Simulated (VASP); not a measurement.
# Zr (P6_3/mmc) in VASP: notebook

Runs on Zr. Level: PBEsol. Tasks: single point, relaxation of cell and atoms.

All numbers are computed with VASP 6.6.1; they aren't measurements. Logs are shortened: lines on timing, memory, paths and dates and some standing lists are left out, and cuts for length are marked.

### Step 1. The cell of the first run

The structure is hexagonal, space group P6_3/mmc (No. 194). Conventional cell: a = 4.060 Å, b = 4.060 Å, c = 6.699 Å, α = 90.00°, β = 90.00°, γ = 120.00°. Zr (site symmetry 3m) has 4 Zr at 2.49 to 2.51 Å within 3.3 Å.

### Step 2. Single point, PBEsol

File INCAR:

```
SYSTEM = Zr
  PREC = Accurate
  ENCUT = 520
  EDIFF = 1E-6
  ISMEAR = 0
  SIGMA = 0.1
  LREAL = .FALSE.
  LASPH = .TRUE.
  NELM = 80
  ALGO = Normal
  ISIF = 2
  LWAVE = .FALSE.
  LCHARG = .FALSE.
  GGA = PS
  NBANDS = 32
```

File KPOINTS:

```
regular mesh
0
G
  6 6 4
  0 0 0
```

File POSCAR:

```
Zr
1.0
    4.0599780736      0.0000000000      0.0000000000
   -2.0299890368      3.5160441505      0.0000000000
    0.0000000000      0.0000000000      6.6989638214
Zr
4
Direct
    0.3333333333      0.6666666667      0.4375000000
    0.6666666667      0.3333333333      0.9375000000
    0.6666666667      0.3333333333      0.5625000000
    0.3333333333      0.6666666667      0.0625000000
```

Potentials or basis: VASP PAW PBE potentials, release 64 (Zr_sv).

Command:

```sh
$ cat potpaw_PBE.64/Zr_sv/POTCAR > POTCAR
$ mpirun -np 1 vasp_std > vasp.out
```

OUTCAR:

```text
SYSTEM = Zr
   PREC = Accurate
   ENCUT = 520
   EDIFF = 1E-6
   ISMEAR = 0
   LREAL = .FALSE.
   LASPH = .TRUE.
   NELM = 80
   ISIF = 2
   GGA = PS

 ion  position               nearest neighbor table
   1  0.333  0.667  0.438-   3 2.49   3 2.49   3 2.49   4 2.51
   2  0.667  0.333  0.938-   4 2.49   4 2.49   4 2.49   3 2.51
   3  0.667  0.333  0.562-   1 2.49   1 2.49   1 2.49   2 2.51
   4  0.333  0.667  0.062-   2 2.49   2 2.49   2 2.49   1 2.51

  LATTYP: Found a hexagonal cell.
 ALAT       =     4.0599780736
 C/A-ratio  =     1.6500000000

  Lattice vectors:

 A1 = (   4.0599780736,   0.0000000000,   0.0000000000)
 A2 = (  -2.0299890368,   3.5160441505,   0.0000000000)
 A3 = (   0.0000000000,   0.0000000000,   6.6989638214)

Analysis of symmetry for initial positions (statically):
=====================================================================
 Subroutine PRICEL returns:
 Original cell was already a primitive cell.

 Routine SETGRP: Setting up the symmetry group for a
 hexagonal supercell.

 Subroutine GETGRP returns: Found 24 space group operations
 (whereof 12 operations were pure point group operations)
 out of a pool of 24 trial point group operations.

The static configuration has the point symmetry D_3d.
 The point group associated with its full space group is D_6h.

Analysis of symmetry for dynamics (positions and initial velocities):
=====================================================================
 Subroutine PRICEL returns:
 Original cell was already a primitive cell.

 Routine SETGRP: Setting up the symmetry group for a
 hexagonal supercell.

 Subroutine GETGRP returns: Found 24 space group operations
 (whereof 12 operations were pure point group operations)
 out of a pool of 24 trial point group operations.

The dynamic configuration has the point symmetry D_3d.
 The point group associated with its full space group is D_6h.

 Subroutine INISYM returns: Found 24 space group operations
 (whereof 12 operations are pure point group operations),
 and found     1 'primitive' translations

----------------------------------------------------------------------------------------

                                     Primitive cell

  volume of cell :      95.6281

  direct lattice vectors                    reciprocal lattice vectors
     4.059978074  0.000000000  0.000000000     0.246306749  0.142205268  0.000000000
    -2.029989037  3.516044150  0.000000000     0.000000000  0.284410536  0.000000000
     0.000000000  0.000000000  6.698963821     0.000000000  0.000000000  0.149276818

  length of vectors
[... 85 lines left out ...]
   NSW    =      0    number of steps for IOM
   IBRION =     -1    ionic relax: 0-MD 1-quasi-New 2-CG
   NFREE  =      0    steps in history (QN), initial steepest desc. (CG)
   ISIF   =      2    stress and relaxation
   ISYM   =      2    0-nonsym 1-usesym 2-fastsym
   POTIM  = 0.5000    time-step for ionic-motion
   TEBEG  =    0.0;   TEEND  =   0.0 temperature during run
   PSTRESS=    0.0 pullay stress
   NELECT =      48.0000    total number of electrons
   NUPDOWN=      -1.0000    fix difference up-down
   EMIN   =  10.00;   EMAX   =-10.00  energy-range for DOS
   EFERMI =   0.00;   METHOD = LEGACY
   ISMEAR =     0;   SIGMA  =   0.10  broadening in eV -4-tet -1-fermi 0-gaus
   EFERMI_NEDOS =   21; number of points for ismear=-14 and -15
   IALGO  =     38    algorithm
   IMIX   =      4    mixing-type and parameters
     AMIX     =   0.40;   BMIX     =  1.00
     AMIX_MAG =   1.60;   BMIX_MAG =  1.00
  volume/ion in A,a.u.               =      23.91       161.33
  Fermi-wavevector in a.u.,A,eV,Ry     =   1.301048  2.458624 23.030939  1.692726
  Thomas-Fermi vector in A             =   2.432207
   LORBIT       =      0    0 simple, 1 ext, 2 COOP (PROOUT), +10 PAW based schemes
   GGA     = PS    functional components
   LHFCALC =     F    Hartree Fock is set to
   AEXX    =    0.0000 exact exchange contribution
   IVDW    =     0    specifies the selected vdW correction
   LEPSILON=     F    determine dielectric tensor
   LRPA    =     F    only Hartree local field effects (RPA)
 non-spin polarized calculation
 Gauss-broadening in eV      SIGMA  =   0.10
  energy-cutoff  :      520.00
  volume of cell :       95.63
 maximum number of plane-waves:      2591
   NGX = 15   NGY = 15   NGZ = 25

 number of electron      48.0000001 magnetization

 Free energy of the ion-electron system (eV)
  ---------------------------------------------------
  ext. energy  EPLUGINS =         0.00000000
  ---------------------------------------------------
  free energy    TOTEN  =       -25.95409617 eV

  energy without entropy =      -25.89501958  energy(sigma->0) =      -25.92455788

 E-fermi :   8.0529     XC(G=0): -10.7621

 val. band max:        8.0489204271   @ k =   0.3333   0.1667   0.0000
 cond. band min:       8.0556377915   @ k =   0.3333   0.1667   0.2500
 fundamental gap:      0.0067173645
 Fermi energy:         8.0528889139

 k-point     1 :       0.0000    0.0000    0.0000
  band No.  band energies     occupation
      1     -40.9633      2.00000
      2     -40.6721      2.00000
      3     -39.9876      2.00000
      4     -39.6589      2.00000
      5     -19.7019      2.00000
      6     -19.7019      2.00000
[... 724 lines left out ...]
     31      10.4478      0.00000
     32      10.4478      0.00000

------------------------ aborting loop because EDIFF is reached ----------------------------------------

  FORCE on cell =-STRESS in cart. coord.  units (eV):
  Direction    XX          YY          ZZ          XY          YZ          ZX
  --------------------------------------------------------------------------------------
  -------------------------------------------------------------------------------------
  Total        6.7524506      6.7524506      5.4110813     -0.0000000     -0.0000000      0.0000000
  in kB      113.1322320    113.1322320     90.6585983     -0.0000000     -0.0000000      0.0000000
  external PRESSURE =     105.6410207 kB  Pullay stress =       0.0000000 kB

 VOLUME and BASIS-vectors are now :
 -----------------------------------------------------------------------------
  energy-cutoff  :      520.00
  volume of cell :       95.63
      direct lattice vectors                 reciprocal lattice vectors
     4.059978074  0.000000000  0.000000000     0.246306749  0.142205268  0.000000000
    -2.029989037  3.516044150  0.000000000     0.000000000  0.284410536  0.000000000
     0.000000000  0.000000000  6.698963821     0.000000000  0.000000000  0.149276818

 POSITION                                       TOTAL-FORCE (eV/Angst)
 -----------------------------------------------------------------------------------
     -0.00000      2.34403      2.93080         0.000000     -0.000000      0.160354
      2.02999      1.17201      6.28028        -0.000000      0.000000      0.160354
      2.02999      1.17201      3.76817        -0.000000      0.000000     -0.160354
     -0.00000      2.34403      0.41869         0.000000     -0.000000     -0.160354
 -----------------------------------------------------------------------------------
    total drift:                               -0.000000     -0.000000     -0.000000

  FREE ENERGIE OF THE ION-ELECTRON SYSTEM (eV)
  ---------------------------------------------------
  free  energy   TOTEN  =       -25.9540961740 eV

  energy  without entropy=      -25.8950195783  energy(sigma->0) =      -25.92455788
```

OSZICAR:

```text
N       E                     dE             d eps       ncg     rms          rms(c)
DAV:   1     0.525178576309E+03    0.52518E+03   -0.25865E+04  1344   0.149E+03
DAV:   2     0.143870474513E+02   -0.51079E+03   -0.49580E+03  1504   0.452E+02
DAV:   3    -0.233336757955E+02   -0.37721E+02   -0.35840E+02  2280   0.905E+01
DAV:   4    -0.260891190055E+02   -0.27554E+01   -0.26502E+01  1936   0.245E+01
DAV:   5    -0.262230593400E+02   -0.13394E+00   -0.13131E+00  1936   0.432E+00    0.299E+01
DAV:   6    -0.259348972227E+02    0.28816E+00   -0.76044E-01  1880   0.518E+00    0.150E+01
DAV:   7    -0.259516406246E+02   -0.16743E-01   -0.38796E-01  2024   0.344E+00    0.171E+00
DAV:   8    -0.259545889927E+02   -0.29484E-02   -0.57374E-02  1760   0.149E+00    0.315E-01
DAV:   9    -0.259540543700E+02    0.53462E-03   -0.39423E-03  1752   0.361E-01    0.120E-01
DAV:  10    -0.259540980971E+02   -0.43727E-04   -0.38835E-04  1880   0.144E-01    0.114E-02
DAV:  11    -0.259540976452E+02    0.45191E-06   -0.14117E-05  2088   0.196E-02    0.559E-03
DAV:  12    -0.259540958059E+02    0.18393E-05   -0.18710E-06  1144   0.114E-02    0.120E-03
DAV:  13    -0.259540961740E+02   -0.36811E-06   -0.20215E-07  1008   0.319E-03
   1 F= -.25954096E+02 E0= -.25924558E+02  d E =-.590766E-01
```

Wall time 86 s (1 thread of Intel Xeon 8259CL, shared host); peak memory 0.21 GiB.

Results:

```
Free energy            : -25.9541 eV
Pressure               : 10.6 GPa
Largest force          : 0.160 eV/Å
Band gap on the k mesh : zero (bands 24 and 25 overlap by 1.49 eV)
```

Forces on the atoms (eV/Å):
```
Zr   0.000  0.000  0.160
Zr   0.000  0.000  0.160
Zr   0.000  0.000 -0.160
Zr   0.000  0.000 -0.160
```

Stress tensor (GPa, compression positive):
```
11.31  0.00  0.00
 0.00 11.31  0.00
 0.00  0.00  9.07
```

Caveat: the cell stands under pressure; the PAW data sets were made with another functional, which shifts forces and pressure a little.

### Step 3. Relaxation of cell and atoms, PBEsol

File INCAR:

```
SYSTEM = Zr
  ALGO = Normal
  EDIFF = 1E-7
  EDIFFG = -0.04
  ENCUT = 600
  GGA = PS
  IBRION = 2
  ISIF = 3
  ISMEAR = 0
  LASPH = .True.
  LCHARG = .False.
  LREAL = .False.
  LWAVE = .False.
  NELM = 100
  NSW = 90
  PREC = Accurate
  SIGMA = 0.1
```

File KPOINTS:

```
k-points
0
Gamma
  6 6 4
  0 0 0
```

POSCAR is that of step 2.

Potentials or basis: VASP PAW PBE potentials, release 64 (Zr_sv).

Command:

```sh
$ cat potpaw_PBE.64/Zr_sv/POTCAR > POTCAR
$ mpirun -np 1 vasp_std > vasp.out
```

OUTCAR:

```text
SYSTEM = Zr
   EDIFF = 1E-7
   EDIFFG = -0.04
   ENCUT = 600
   GGA = PS
   IBRION = 2
   ISIF = 3
   ISMEAR = 0
   LASPH = .True.
   LREAL = .False.
   NELM = 100
   NSW = 90
   PREC = Accurate

 ion  position               nearest neighbor table
   1  0.333  0.667  0.438-   3 2.49   3 2.49   3 2.49   4 2.51
   2  0.667  0.333  0.938-   4 2.49   4 2.49   4 2.49   3 2.51
   3  0.667  0.333  0.562-   1 2.49   1 2.49   1 2.49   2 2.51
   4  0.333  0.667  0.062-   2 2.49   2 2.49   2 2.49   1 2.51

  LATTYP: Found a hexagonal cell.
 ALAT       =     4.0599780736
 C/A-ratio  =     1.6500000000

  Lattice vectors:

 A1 = (   4.0599780736,   0.0000000000,   0.0000000000)
 A2 = (  -2.0299890368,   3.5160441505,   0.0000000000)
 A3 = (   0.0000000000,   0.0000000000,   6.6989638214)

Analysis of symmetry for initial positions (statically):
[... 945 lines left out ...]

[... ionic steps 4 to 19 ...]

--------------------------------------- Ionic step       20  -------------------------------------------

 number of electron      47.9999999 magnetization

------------------------ aborting loop because EDIFF is reached ----------------------------------------
[... 71 lines left out ...]
--------------------------------------- Ionic step       22  -------------------------------------------

 number of electron      47.9999999 magnetization

 Free energy of the ion-electron system (eV)
  ---------------------------------------------------
  ext. energy  EPLUGINS =         0.00000000
  ---------------------------------------------------
  free energy    TOTEN  =       -29.95853914 eV

  energy without entropy =      -29.93420170  energy(sigma->0) =      -29.94637042

 E-fermi :   5.5788     XC(G=0):  -9.7167

 val. band max:        5.5777015938   @ k =   0.1667   0.1667   0.2500
 cond. band min:       5.5866764532   @ k =   0.5000  -0.0000   0.2500
 fundamental gap:      0.0089748594
 Fermi energy:         5.5788032638

 k-point     1 :       0.0000    0.0000    0.0000
  band No.  band energies     occupation
      1     -42.9448      2.00000
      2     -42.7369      2.00000
      3     -42.6520      2.00000
      4     -42.4548      2.00000
      5     -21.8896      2.00000
      6     -21.6309      2.00000
[... 671 lines left out ...]
  FREE ENERGIE OF THE ION-ELECTRON SYSTEM (eV)
  ---------------------------------------------------
  free  energy   TOTEN  =       -29.9585391413 eV

  energy  without entropy=      -29.9342016963  energy(sigma->0) =      -29.94637042

 reached required accuracy - stopping structural energy minimisation
```

It took 21 min on 1 thread of Intel Xeon 8259CL, shared host; peak memory 0.26 GiB.

What came out:

```yaml
Free_energy: -29.9585 eV
Relaxed_volume: 30.05 Å³/atom
Relaxed_cell: a = 5.059 Å, b = 5.059 Å, c = 5.423 Å, α = 90.00°, β = 90.00°, γ = 120.00°
Space_group_after_relaxing_to_0.1_Å: P6/mmm (No. 191)
Energy_gained_by_relaxing: 1000.9 meV/atom
Ionic_steps: 22
Pressure_after_relaxing: 0.0 GPa
Largest_force_after_relaxing: 0.027 eV/Å
Band_gap_on_the_k_mesh: zero (bands 24 and 25 overlap by 0.82 eV)
```

Forces in eV/Å, atoms in the order of the input:
```
Zr   0.000  0.000 -0.027
Zr   0.000  0.000 -0.027
Zr   0.000  0.000  0.027
Zr   0.000  0.000  0.027
```

Stress tensor (GPa, compression positive):
```
-0.07  0.00  0.00
 0.00 -0.07  0.00
 0.00  0.00  0.10
```

Step by step:
| step | energy change (eV) | largest force (eV/Å) | pressure (GPa) | volume (Å³) |
| --- | --- | --- | --- | --- |
| 1 | 0.0000 | 0.1603 | 10.57 | 95.63 |
| 2 | -0.6063 | 0.3569 | -0.59 | 119.16 |
| 3 | -0.6083 | 0.3482 | -0.12 | 117.43 |
| 4 | -0.6728 | 0.6961 | -0.18 | 117.72 |
| 5 | -1.0815 | 1.5308 | -0.91 | 118.39 |
| 6 | -2.2426 | 1.8468 | -1.92 | 118.84 |
| 7 | -3.7550 | 0.7014 | 4.41 | 115.74 |
| 8 | -3.7797 | 1.5175 | 1.59 | 116.86 |
| 9 | -3.8121 | 1.1147 | 3.07 | 116.23 |
| 10 | -3.8245 | 0.9712 | 3.10 | 116.51 |
| 11 | -3.8348 | 0.5166 | 3.27 | 117.33 |
| 12 | -3.8359 | 0.6275 | 3.22 | 117.14 |
| 13 | -3.8536 | 0.5970 | 2.97 | 117.43 |
| 14 | -3.9004 | 0.5083 | 2.25 | 118.29 |
| 15 | -3.9652 | 0.3443 | 0.90 | 120.02 |
| 16 | -3.9880 | 0.0811 | -1.41 | 123.49 |
| 17 | -3.9948 | 0.1535 | -0.76 | 122.42 |
| 18 | -3.9949 | 0.1610 | -0.69 | 122.31 |
| 19 | -3.9969 | 0.1372 | -0.61 | 122.05 |
| 20 | -4.0014 | 0.0665 | -0.36 | 121.26 |
| 21 | -4.0030 | 0.0721 | 0.16 | 119.70 |
| 22 | -4.0035 | 0.0268 | -0.02 | 120.21 |

Final structure:
```xyz
4
Lattice="5.0592 0.0000 0.0000 -2.5296 4.3814 0.0000 0.0000 0.0000 5.4233" Properties=species:S:1:pos:R:3 pbc="T T T"
Zr    0.0000    2.9209    2.7129
Zr    2.5296    1.4605    0.0013
Zr    2.5296    1.4605    2.7104
Zr    0.0000    2.9209    5.4221
```

Levels at points of the mesh, in eV from the Fermi level:
```csv
k point,band 22,band 23,band 24,band 25,band 26,band 27
"(0.00, 0.00, 0.00)",-0.49,0.08,0.08,0.49,0.49,0.86
"(0.50, 0.00, 0.00)",-0.86,-0.54,-0.21,-0.20,0.34,0.88
"(0.00, 0.00, 0.50)",-0.33,0.61,0.61,0.61,0.61,0.88
"(0.50, 0.00, 0.50)",-0.63,-0.60,-0.60,0.22,0.22,1.19
```

Caveat: the volume moved by over 15 % at a fixed basis, so the end points are rough; the PAW data sets were made with another functional, which shifts forces and pressure a little.
